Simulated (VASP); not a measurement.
# TiNi (P4/mmm) in VASP: further runs

Runs on TiNi. Level: r2SCAN. Tasks: single point.

Program: VASP 6.6.1. These are calculated values, not measurements. Logs are shortened: lines on timing, memory, paths and dates and some standing lists are left out, and cuts for length are marked.

### 1 The cell of the first run

Symmetry: P4/mmm, No. 123, tetragonal system. Conventional cell: a = 2.967 Å, b = 2.967 Å, c = 3.034 Å, α = 90.00°, β = 90.00°, γ = 90.00°. Ti (site symmetry 4/mmm) has 8 Ni at 2.59 Å and 6 Ti at 2.97 to 3.03 Å within 3.4 Å. Ni (site symmetry 4/mmm) has 8 Ti at 2.59 Å and 6 Ni at 2.97 to 3.03 Å within 3.4 Å.

### 2 Single point, r2SCAN (uniaxial strain along c: +1.5 %, then relaxed in part)

The input, POSCAR:

```
TiNi
1.0
    2.9670539592      0.0000000000      0.0000000000
    0.0000000000      2.9670539592      0.0000000000
    0.0000000000      0.0000000000      3.0336213415
Ti Ni
1 1
Direct
    0.5000000000      0.5000000000      0.5000000000
    0.0000000000      0.0000000000      0.0000000000
```

The input, INCAR.step1:

```
ALGO = Normal
EDIFF = 1E-4
ENCUT = 520
GGA = PE
ISMEAR = 0
LASPH = True
LCHARG = False
LREAL = False
LWAVE = True
NBANDS = 18
NELM = 60
PREC = Accurate
SIGMA = 0.1
```

The input, INCAR.step2:

```
ALGO = Normal
EDIFF = 1E-6
ENCUT = 520
ISIF = 2
ISMEAR = 0
ISTART = 1
LASPH = True
LCHARG = False
LMIXTAU = True
LREAL = False
LWAVE = False
METAGGA = R2SCAN
NBANDS = 18
NELM = 60
PREC = Accurate
SIGMA = 0.1
```

The input, KPOINTS:

```
k-points
0
Gamma
  18 18 18
```

Potentials or basis: VASP PAW PBE potentials, release 64 (Ti_sv, Ni).

The run is started by

```console
$ cat potpaw_PBE.64/Ti_sv/POTCAR potpaw_PBE.64/Ni/POTCAR > POTCAR
$ cp INCAR.step1 INCAR
$ mpirun -np 1 vasp_std > vasp.out
$ cp INCAR.step2 INCAR
$ mpirun -np 1 vasp_std > vasp.out
```

OUTCAR:

```text
EDIFF = 1E-6
   ENCUT = 520
   ISIF = 2
   ISMEAR = 0
   ISTART = 1
   LASPH = True
   LREAL = False
   METAGGA = R2SCAN
   NELM = 60
   PREC = Accurate

 ion  position               nearest neighbor table
   1  0.500  0.500  0.500-   2 2.59   2 2.59   2 2.59   2 2.59   2 2.59   2 2.59   2 2.59   2 2.59

   2  0.000  0.000  0.000-   1 2.59   1 2.59   1 2.59   1 2.59   1 2.59   1 2.59   1 2.59   1 2.59

  LATTYP: Found a simple tetragonal cell.
 ALAT       =     2.9670539592
 C/A-ratio  =     1.0224355146

  Lattice vectors:

 A1 = (   2.9670539592,   0.0000000000,   0.0000000000)
 A2 = (   0.0000000000,   2.9670539592,   0.0000000000)
 A3 = (   0.0000000000,   0.0000000000,   3.0336213415)

Analysis of symmetry for initial positions (statically):
=====================================================================
 Subroutine PRICEL returns:
 Original cell was already a primitive cell.

 Routine SETGRP: Setting up the symmetry group for a
 simple tetragonal supercell.

 Subroutine GETGRP returns: Found 16 space group operations
 (whereof 16 operations were pure point group operations)
 out of a pool of 16 trial point group operations.

The static configuration has the point symmetry D_4h.

Analysis of symmetry for dynamics (positions and initial velocities):
=====================================================================
 Subroutine PRICEL returns:
 Original cell was already a primitive cell.

 Routine SETGRP: Setting up the symmetry group for a
 simple tetragonal supercell.

 Subroutine GETGRP returns: Found 16 space group operations
 (whereof 16 operations were pure point group operations)
 out of a pool of 16 trial point group operations.

The dynamic configuration has the point symmetry D_4h.

 Subroutine INISYM returns: Found 16 space group operations
 (whereof 16 operations are pure point group operations),
 and found     1 'primitive' translations

----------------------------------------------------------------------------------------

                                     Primitive cell

  volume of cell :      26.7062

  direct lattice vectors                    reciprocal lattice vectors
     2.967053959  0.000000000  0.000000000     0.337034652  0.000000000  0.000000000
     0.000000000  2.967053959  0.000000000     0.000000000  0.337034652  0.000000000
     0.000000000  0.000000000  3.033621341     0.000000000  0.000000000  0.329639031

  length of vectors
     2.967053959  2.967053959  3.033621341     0.337034652  0.337034652  0.329639031

  position of ions in fractional coordinates (direct lattice)
     0.500000000  0.500000000  0.500000000
     0.000000000  0.000000000  0.000000000

  ion indices of the primitive-cell ions
   primitive index   ion index
                 1           1
                 2           2

----------------------------------------------------------------------------------------

 KPOINTS: k-points

Automatic generation of k-mesh.
 Grid dimensions read from file:
 generate k-points for:   18   18   18

 Generating k-lattice:

  Cartesian coordinates                     Fractional coordinates (reciprocal lattice)
     0.018724147  0.000000000  0.000000000     0.055555556  0.000000000  0.000000000
     0.000000000  0.018724147  0.000000000     0.000000000  0.055555556  0.000000000
     0.000000000  0.000000000  0.018313280     0.000000000  0.000000000  0.055555556

  Length of vectors
     0.018724147  0.018724147  0.018313280

  Shift w.r.t. Gamma in fractional coordinates (k-lattice)
     0.000000000  0.000000000  0.000000000

 Subroutine IBZKPT returns following result:
 ===========================================

 Found    550 irreducible k-points:

 Following reciprocal coordinates:
            Coordinates               Weight
  0.000000  0.000000  0.000000      1.000000
  0.055556  0.000000  0.000000      4.000000
  0.111111  0.000000  0.000000      4.000000
  0.166667  0.000000  0.000000      4.000000
  0.222222  0.000000  0.000000      4.000000
  0.277778  0.000000  0.000000      4.000000
[... 16 lines left out ...]
  0.277778  0.111111  0.000000      8.000000
  0.333333  0.111111  0.000000      8.000000
 [... further k-points ...]
   k-points           NKPTS =    550   k-points in BZ     NKDIM =    550   number of bands    NBANDS=     18
   number of dos      NEDOS =    301   number of ions     NIONS =      2
   total plane-waves  NPLWV =  13824
   dimension x,y,z NGX =    24 NGY =   24 NGZ =   24
   dimension x,y,z NGXF=    48 NGYF=   48 NGZF=   48
   ions per type =               1   1
   NGX,Y,Z   is equivalent  to a cutoff of  13.45, 13.45, 13.15 a.u.
   NGXF,Y,Z  is equivalent  to a cutoff of  26.89, 26.89, 26.30 a.u.
 SYSTEM =  unknown system
   PREC   = accura    normal or accurate (medium, high low for compatibility)
   ISTART =      1    job   : 0-new  1-cont  2-samecut
   ICHARG =      0    charge: 1-file 2-atom 10-const
   ISPIN  =      1    spin polarized calculation?
   LNONCOLLINEAR =      F non collinear calculations
   LSORBIT =      F    spin-orbit coupling
   LASPH  =      T    aspherical Exc in radial PAW
   ENCUT  =  520.0 eV  38.22 Ry    6.18 a.u.   5.52  5.52  5.64*2*pi/ulx,y,z
   NELM   =     60;   NELMIN=  2; NELMDL=  0     # of ELM steps
   EDIFF  = 0.1E-05   stopping-criterion for ELM
   LREAL  =      F    real-space projection
   EDIFFG = 0.1E-04   stopping-criterion for IOM
   NSW    =      0    number of steps for IOM
   IBRION =     -1    ionic relax: 0-MD 1-quasi-New 2-CG
   NFREE  =      0    steps in history (QN), initial steepest desc. (CG)
   ISIF   =      2    stress and relaxation
   ISYM   =      2    0-nonsym 1-usesym 2-fastsym
   POTIM  = 0.5000    time-step for ionic-motion
   TEBEG  =    0.0;   TEEND  =   0.0 temperature during run
   PSTRESS=    0.0 pullay stress
   NELECT =      22.0000    total number of electrons
   NUPDOWN=      -1.0000    fix difference up-down
   EMIN   =  10.00;   EMAX   =-10.00  energy-range for DOS
   EFERMI =   0.00;   METHOD = LEGACY
   ISMEAR =     0;   SIGMA  =   0.10  broadening in eV -4-tet -1-fermi 0-gaus
   EFERMI_NEDOS =   21; number of points for ismear=-14 and -15
   IALGO  =     38    algorithm
   IMIX   =      4    mixing-type and parameters
     AMIX     =   0.40;   BMIX     =  1.00
     AMIX_MAG =   1.60;   BMIX_MAG =  1.00
  volume/ion in A,a.u.               =      13.35        90.11
  Fermi-wavevector in a.u.,A,eV,Ry     =   1.534658  2.900083 32.044108  2.355176
  Thomas-Fermi vector in A             =   2.641555
   LORBIT       =      0    0 simple, 1 ext, 2 COOP (PROOUT), +10 PAW based schemes
   METAGGA = R2SCAN    functional components
   LHFCALC =     F    Hartree Fock is set to
   AEXX    =    0.0000 exact exchange contribution
   IVDW    =     0    specifies the selected vdW correction
   LEPSILON=     F    determine dielectric tensor
   LRPA    =     F    only Hartree local field effects (RPA)
 non-spin polarized calculation
 Gauss-broadening in eV      SIGMA  =   0.10
  energy-cutoff  :      520.00
  volume of cell :       26.71
 maximum number of plane-waves:       739
 NGX is ok and might be reduce to    24
   NGX = 11   NGY = 11   NGZ = 11

 number of electron      21.9999994 magnetization

 Free energy of the ion-electron system (eV)
  ---------------------------------------------------
  ext. energy  EPLUGINS =         0.00000000
  ---------------------------------------------------
  free energy    TOTEN  =       -25.57894348 eV

  energy without entropy =      -25.56661814  energy(sigma->0) =      -25.57278081

 E-fermi :   9.6001     XC(G=0): -13.5513

 val. band max:        9.5961716569   @ k =   0.5000   0.4444   0.1111
 cond. band min:       9.6032203678   @ k =   0.1111   0.1111   0.3333
 fundamental gap:      0.0070487109
 Fermi energy:         9.6000765940

 k-point     1 :       0.0000    0.0000    0.0000
  band No.  band energies     occupation
      1     -50.0264      2.00000
      2     -25.0946      2.00000
      3     -25.0628      2.00000
      4     -25.0628      2.00000
      5       1.3147      2.00000
      6       5.4997      2.00000
[... 10 lines left out ...]
     17      18.8962      0.00000
     18      18.8962      0.00000

 k-point     2 :       0.0556    0.0000    0.0000
  band No.  band energies     occupation
      1     -50.0254      2.00000
      2     -25.0938      2.00000
      3     -25.0728      2.00000
      4     -25.0620      2.00000
      5       1.3787      2.00000
      6       5.5265      2.00000
[... 10 lines left out ...]
     17      18.5479      0.00000
     18      19.0429      0.00000

 k-point     3 :       0.1111    0.0000    0.0000
  band No.  band energies     occupation
      1     -50.0223      2.00000
      2     -25.1015      2.00000
      3     -25.0915      2.00000
      4     -25.0597      2.00000
      5       1.5688      2.00000
      6       5.6048      2.00000
[... 10 lines left out ...]
     17      18.7189      0.00000
     18      19.4592      0.00000

 k-point     4 :       0.1667    0.0000    0.0000
  band No.  band energies     occupation
      1     -50.0176      2.00000
      2     -25.1452      2.00000
      3     -25.0880      2.00000
      4     -25.0563      2.00000
      5       1.8790      2.00000
      6       5.7275      2.00000
[... 375 lines left out ...]
      4     -25.0803      2.00000
      5       2.5261      2.00000
      6       5.9235      2.00000
[... 10 lines left out ...]
     17      19.4988      0.00000
     18      20.5789      0.00000

 k-point    23 :       0.2778    0.1111    0.0000
  band No.  band energies     occupation
      1     -50.0019      2.00000
      2     -25.2503      2.00000
      3     -25.0843      2.00000
      4     -25.0756      2.00000
      5       3.0243      2.00000
      6       6.0354      2.00000
[... 10 lines left out ...]
     17      20.2227      0.00000
     18      21.4461      0.00000

 k-point    24 :       0.3333    0.1111    0.0000
  band No.  band energies     occupation
      1     -49.9962      2.00000
      2     -25.3024      2.00000
      3     -25.0797      2.00000
      4     -25.0712      2.00000
      5       3.5898      2.00000
      6       6.0879      2.00000
[... 10 lines left out ...]
     17      20.9700      0.00000
     18      22.4018      0.00000

 [... further k-points ...]
[... 5 lines left out ...]
  --------------------------------------------------------------------------------------
  -------------------------------------------------------------------------------------
  Total        0.0805963      0.0805963     -0.0090274      0.0000000      0.0000000      0.0000000
  in kB        4.8351903      4.8351903     -0.5415781      0.0000000      0.0000000      0.0000000
  external PRESSURE =       3.0429341 kB  Pullay stress =       0.0000000 kB

 VOLUME and BASIS-vectors are now :
 -----------------------------------------------------------------------------
  energy-cutoff  :      520.00
  volume of cell :       26.71
      direct lattice vectors                 reciprocal lattice vectors
     2.967053959  0.000000000  0.000000000     0.337034652  0.000000000  0.000000000
     0.000000000  2.967053959  0.000000000     0.000000000  0.337034652  0.000000000
     0.000000000  0.000000000  3.033621341     0.000000000  0.000000000  0.329639031

 POSITION                                       TOTAL-FORCE (eV/Angst)
 -----------------------------------------------------------------------------------
      1.48353      1.48353      1.51681         0.000000      0.000000      0.000000
      0.00000      0.00000      0.00000         0.000000      0.000000      0.000000
 -----------------------------------------------------------------------------------
    total drift:                                0.000000      0.000000     -0.000000

  FREE ENERGIE OF THE ION-ELECTRON SYSTEM (eV)
  ---------------------------------------------------
  free  energy   TOTEN  =       -25.5789434823 eV

  energy  without entropy=      -25.5666181386  energy(sigma->0) =      -25.57278081
```

Wall time 9.7 min (1 thread of Intel Xeon Platinum 8259CL at 2.50GHz (Skylake/Cascade Lake), shared host); peak memory 0.38 GiB.

What came out:

```yaml
Free_energy: -25.5789 eV
Pressure: 0.3 GPa
Band_gap_on_the_k_mesh: zero (band 11 reaches 10.08 eV, above the bottom of band 12 at 8.30 eV)
```

Levels at points of the mesh, in eV from the Fermi level:
```csv
k point,band 8,band 9,band 10,band 11,band 12,band 13,band 14,band 15
"(0.00, 0.00, 0.00)",-2.12,-2.12,-2.04,0.45,0.57,2.68,2.68,2.72
"(0.50, 0.00, 0.00)",-2.27,-2.21,-1.80,-0.66,-0.60,0.52,0.74,2.31
"(0.50, 0.50, 0.00)",-2.97,-1.32,-0.69,0.43,0.43,1.13,2.33,2.33
"(0.00, 0.00, 0.50)",-2.19,-2.19,-1.77,-0.79,-0.75,0.77,0.77,2.39
"(0.50, 0.00, 0.50)",-2.84,-1.38,-0.81,0.22,0.28,0.93,2.35,2.41
"(0.50, 0.50, 0.50)",-2.38,-2.28,-2.28,-1.36,-1.30,3.26,3.37,6.60
```

Caveat: the cell differs from its parent crystal (uniaxial strain along c: +1.5 %, then relaxed in part); the PAW data sets were made with another functional, which shifts forces and pressure a little. Spin polarisation is off, so any magnetic state and its effect on volume and gap are missing.

### 3 Single point, r2SCAN (uniaxial strain along c: +3.0 %, then relaxed in part)

The input, POSCAR:

```
TiNi
1.0
    2.9480443179      0.0000000000      0.0000000000
    0.0000000000      2.9480443179      0.0000000000
    0.0000000000      0.0000000000      3.0784531840
Ti Ni
1 1
Direct
    0.5000000000      0.5000000000      0.5000000000
    0.0000000000      0.0000000000      0.0000000000
```

The input, INCAR.step1:

```
SYSTEM = TiNi
ALGO = Normal ; EDIFF = 1E-4
ENCUT = 520 ; GGA = PE
ISMEAR = 0 ; LASPH = .TRUE.
LCHARG = .FALSE. ; LREAL = .FALSE.
LWAVE = .TRUE. ; NBANDS = 18
NELM = 60 ; PREC = Accurate
SIGMA = 0.1
```

The input, INCAR.step2:

```
SYSTEM = TiNi
ALGO = Normal ; EDIFF = 1E-6
ENCUT = 520 ; ISIF = 2
ISMEAR = 0 ; ISTART = 1
LASPH = .TRUE. ; LCHARG = .FALSE.
LMIXTAU = .TRUE. ; LREAL = .FALSE.
LWAVE = .FALSE. ; METAGGA = R2SCAN
NBANDS = 18 ; NELM = 60
PREC = Accurate ; SIGMA = 0.1
```

The input, KPOINTS:

```
k-points
0
G
  18 18 18
  0 0 0
```

Potentials or basis: VASP PAW PBE potentials, release 64 (Ti_sv, Ni).

The run is started by

```console
$ cat potpaw_PBE.64/Ti_sv/POTCAR potpaw_PBE.64/Ni/POTCAR > POTCAR
$ cp INCAR.step1 INCAR
$ mpirun -np 1 vasp_std > vasp.out
$ cp INCAR.step2 INCAR
$ mpirun -np 1 vasp_std > vasp.out
```

Wall time 9.2 min (1 thread of Intel Xeon Platinum 8259CL at 2.50GHz (Skylake/Cascade Lake), shared host); peak memory 0.38 GiB.

It converged, with:

* Free energy: -25.5767 eV
* Pressure: 0.0 GPa
* Band gap on the k mesh: zero (band 11 reaches 10.12 eV, above the bottom of band 12 at 8.31 eV)

Stress tensor (GPa, compression positive):
```
 0.49  0.00  0.00
 0.00  0.49  0.00
 0.00  0.00 -1.09
```

Levels at points of the mesh, in eV from the Fermi level:
```tsv
k point	band 8	band 9	band 10	band 11	band 12	band 13	band 14	band 15
(0.00, 0.00, 0.00)	-2.13	-2.13	-1.98	0.39	0.63	2.67	2.67	2.75
(0.50, 0.00, 0.00)	-2.30	-2.18	-1.79	-0.62	-0.52	0.38	0.80	2.30
(0.50, 0.50, 0.00)	-3.04	-1.27	-0.60	0.55	0.55	1.26	2.30	2.30
(0.00, 0.00, 0.50)	-2.15	-2.15	-1.73	-0.90	-0.80	0.86	0.86	2.45
(0.50, 0.00, 0.50)	-2.78	-1.40	-0.81	0.16	0.27	0.87	2.33	2.45
(0.50, 0.50, 0.50)	-2.42	-2.24	-2.24	-1.37	-1.25	3.21	3.42	6.62
```

Caveat: the cell differs from its parent crystal (uniaxial strain along c: +3.0 %, then relaxed in part); the PAW data sets were made with another functional, which shifts forces and pressure a little. Spin polarisation is off, so any magnetic state and its effect on volume and gap are missing.
